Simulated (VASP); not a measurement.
Wanted: the native input for a VASP 6.6.1 run.

```yaml
Task: single point
Functional: LDA
Potentials_or_basis: VASP PAW LDA potentials, release 64 (N)
Cutoff: 520 eV
k_mesh: 1 × 1 × 1
Occupations: fermi-dirac, width 0.02 eV
Spin: no spin polarisation
Dipole_correction: no
Further_INCAR_settings: ALGO = Normal; EDIFF = 1e-07; NBANDS = 42
```

The structure of N lies in POSCAR:

```
N
1.0
    7.0338500000      0.0000000000      0.0000000000
    0.0000000000      7.0338500000      0.0000000000
    0.0000000000      0.0000000000      7.0338500000
N
12
Direct
    0.2128990524     -0.0249507738      0.9412626087
    0.3389750990      0.0532567513      0.8942613220
    0.5498269084      0.7893685535      0.4466543927
    0.5208953845      0.8991946089      0.3400129374
    0.8243991555      0.9161696653      1.0088074099
    0.7152412974      0.8316498077      0.9330878537
    0.0942442617      0.7411730418      0.3186164050
   -0.0280500722      0.6533548483      0.2858747343
    0.9013698046      0.3866587999      0.6716378655
    0.9281261329      0.2551945236      0.7468171769
    0.4890635996      0.5176112655      1.0139681682
    0.5836348515      0.4182915473      0.9424141828
```

One way to write it, as run:

INCAR

```
SYSTEM = N
PREC = Accurate ; ENCUT = 520
EDIFF = 1E-7 ; ISMEAR = -1
SIGMA = 0.02 ; LREAL = .FALSE.
LASPH = .TRUE. ; NELM = 100
ALGO = Normal ; ISIF = 2
LWAVE = .FALSE. ; LCHARG = .TRUE.
GGA = CA ; LELF = .TRUE.
LVHAR = .TRUE. ; NBANDS = 42
```

KPOINTS

```
regular mesh
0
G
  1 1 1
  0 0 0
```

Potentials or basis: VASP PAW LDA potentials, release 64 (N).

The run is started by

```console
$ cat potpaw_LDA.64/N/POTCAR > POTCAR
$ mpirun -np 1 vasp_gam > vasp.out
```

Results of the run:

```yaml
Pressure: 1.9 GPa
Largest_force: 3.538 eV/Å
```

Caveat: the k points lie up to 0.89 Å⁻¹ apart, too coarse for converged energies, forces and pressures; the standard files for N, O and F lose accuracy on very short bonds.

It took 21 s on 1 thread of AMD EPYC 7R13 Processor (Zen 3) (shared host), peak memory 0.23 GiB.
